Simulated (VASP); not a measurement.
# B3C2 (Pm-3m) in VASP: further runs, part 2 of 2

VASP 6.6.1. The steps go on from the part before.

## Step 4: Single point, PBE, collinear spin, ferromagnetic start

The input, INCAR:

```
ALGO = Normal
EDIFF = 1E-7
ENCUT = 520
GGA = PE
ISIF = 2
ISMEAR = 0
ISPIN = 2
LASPH = T
LCHARG = F
LORBIT = 11
LREAL = F
LWAVE = F
MAGMOM = 0 0 0 1 1
NBANDS = 20
NELM = 150
PREC = Accurate
SIGMA = 0.1
```

The input, KPOINTS:

```
k-points
0
Gamma
  6 6 6
```

The input, POSCAR:

```
B3C2
1.0
    3.2698368289      0.0000000000      0.0000000000
    0.0000000000      3.2698368289      0.0000000000
    0.0000000000      0.0000000000      3.2698368289
B C
3 2
Direct
    0.5000000000      0.0000000000      0.0000000000
    0.0000000000      0.5000000000      0.0000000000
    0.0000000000      0.0000000000      0.5000000000
    0.0000000000      0.0000000000      0.0000000000
    0.5000000000      0.5000000000      0.5000000000
```

Potentials or basis: VASP PAW PBE potentials, release 64 (B, C).

The run is started by

```bash
$ cat potpaw_PBE.64/B/POTCAR potpaw_PBE.64/C/POTCAR > POTCAR
$ mpirun -np 1 vasp_std > vasp.out
```

OUTCAR:

```text
EDIFF = 1E-7
   ENCUT = 520
   GGA = PE
   ISIF = 2
   ISMEAR = 0
   ISPIN = 2
   LASPH = T
   LORBIT = 11
   LREAL = F
   NELM = 150
   PREC = Accurate

 ion  position               nearest neighbor table
   1  0.500  0.000  0.000-   4 1.63   4 1.63
   2  0.000  0.500  0.000-   4 1.63   4 1.63
   3  0.000  0.000  0.500-   4 1.63   4 1.63
   4  0.000  0.000  0.000-   1 1.63   2 1.63   3 1.63   3 1.63   2 1.63   1 1.63
   5  0.500  0.500  0.500-

  LATTYP: Found a simple cubic cell.
 ALAT       =     3.2698368289
[... 1146 lines left out ...]
     0.000000000  3.269836829  0.000000000     0.000000000  0.305825658  0.000000000
     0.000000000  0.000000000  3.269836829     0.000000000  0.000000000  0.305825658

 POSITION                                       TOTAL-FORCE (eV/Angst)
 -----------------------------------------------------------------------------------
      1.63492      0.00000      0.00000         0.000000      0.000000      0.000000
      0.00000      1.63492      0.00000         0.000000      0.000000      0.000000
      0.00000      0.00000      1.63492         0.000000      0.000000      0.000000
      0.00000      0.00000      0.00000         0.000000      0.000000      0.000000
      1.63492      1.63492      1.63492         0.000000      0.000000      0.000000
 -----------------------------------------------------------------------------------
    total drift:                                0.000000      0.000000     -0.000000

  FREE ENERGIE OF THE ION-ELECTRON SYSTEM (eV)
  ---------------------------------------------------
  free  energy   TOTEN  =       -27.0895686151 eV

  energy  without entropy=      -27.0781459411  energy(sigma->0) =      -27.08385728

 total charge

# of ion       s       p       d       tot
------------------------------------------
    1        0.717   0.926   0.000   1.643
    2        0.717   0.926   0.000   1.643
    3        0.717   0.926   0.000   1.643
    4        0.864   1.798   0.000   2.661
    5        0.926   1.246   0.000   2.173
--------------------------------------------------
tot          3.942   5.822   0.000   9.764

 magnetization (x)

# of ion       s       p       d       tot
------------------------------------------
    1       -0.000  -0.000   0.000  -0.000
    2       -0.000  -0.000   0.000  -0.000
    3       -0.000  -0.000   0.000  -0.000
    4        0.000   0.000   0.000   0.000
    5        0.000   0.000   0.000   0.000
--------------------------------------------------
tot         -0.000  -0.000   0.000  -0.000
```

OSZICAR:

```text
N       E                     dE             d eps       ncg     rms          rms(c)
DAV:   1     0.253779255797E+02    0.25378E+02   -0.76436E+03  1600   0.764E+02
DAV:   2    -0.260646616628E+02   -0.51443E+02   -0.47261E+02  2132   0.155E+02
DAV:   3    -0.280385812582E+02   -0.19739E+01   -0.19343E+01  1868   0.241E+01
DAV:   4    -0.280473196934E+02   -0.87384E-02   -0.87343E-02  1884   0.177E+00
DAV:   5    -0.280473505988E+02   -0.30905E-04   -0.30904E-04  1860   0.101E-01    0.837E+00
DAV:   6    -0.270949366698E+02    0.95241E+00   -0.16698E+00  1836   0.951E+00    0.304E+00
DAV:   7    -0.270940781142E+02    0.85856E-03   -0.60224E-01  1864   0.416E+00    0.185E+00
DAV:   8    -0.270894749123E+02    0.46032E-02   -0.21577E-02  1776   0.100E+00    0.104E+00
DAV:   9    -0.270898462732E+02   -0.37136E-03   -0.60335E-03  1796   0.496E-01    0.377E-01
DAV:  10    -0.270896166494E+02    0.22962E-03   -0.67784E-04  1832   0.176E-01    0.120E-01
DAV:  11    -0.270895581312E+02    0.58518E-04   -0.28237E-04  1888   0.989E-02    0.420E-02
DAV:  12    -0.270895695767E+02   -0.11445E-04   -0.34264E-05  1860   0.386E-02    0.188E-02
DAV:  13    -0.270895672298E+02    0.23469E-05   -0.63564E-06  1796   0.188E-02    0.631E-03
DAV:  14    -0.270895676045E+02   -0.37473E-06   -0.15009E-06  1876   0.774E-03    0.284E-03
DAV:  15    -0.270895682062E+02   -0.60168E-06   -0.54805E-07  1780   0.497E-03    0.153E-03
DAV:  16    -0.270895684445E+02   -0.23837E-06   -0.25033E-07  1684   0.320E-03    0.963E-04
DAV:  17    -0.270895686035E+02   -0.15896E-06   -0.28470E-07  1716   0.354E-03    0.455E-04
DAV:  18    -0.270895686151E+02   -0.11581E-07   -0.75008E-08   888   0.179E-03
   1 F= -.27089569E+02 E0= -.27083857E+02  d E =-.114227E-01  mag=    -0.0000
```

Wall time 22 s (1 thread of Intel Xeon Platinum 8124M at 3.00GHz (Skylake/Cascade Lake), shared host); peak memory 0.15 GiB.

Results:

- Free energy: -27.0896 eV
- Pressure: -0.3 GPa
- Net moment: 0.00 μB per cell
- Valence electrons inside the program's atomic spheres: B 1.64; C 2.66, 2.17

## Step 5: Summary

| spin | cell | gap on the mesh (eV) | pressure (GPa) |
| --- | --- | --- | --- |
| off | a = 3.270 Å, 5 atoms | none | -0.3 |
| off | a = 3.736 Å, 5 atoms | none | -36.0 |
| collinear, ferromagnetic start | a = 3.270 Å, 5 atoms | none | -0.3 |

Alike in all rows: task single point; level PBE; potentials or basis VASP PAW PBE potentials, release 64 (B, C); k mesh 6 × 6 × 6; cutoff (eV) 520; smearing gaussian 0.1 eV.

Absolute energies hang on the potentials; compare differences alone.
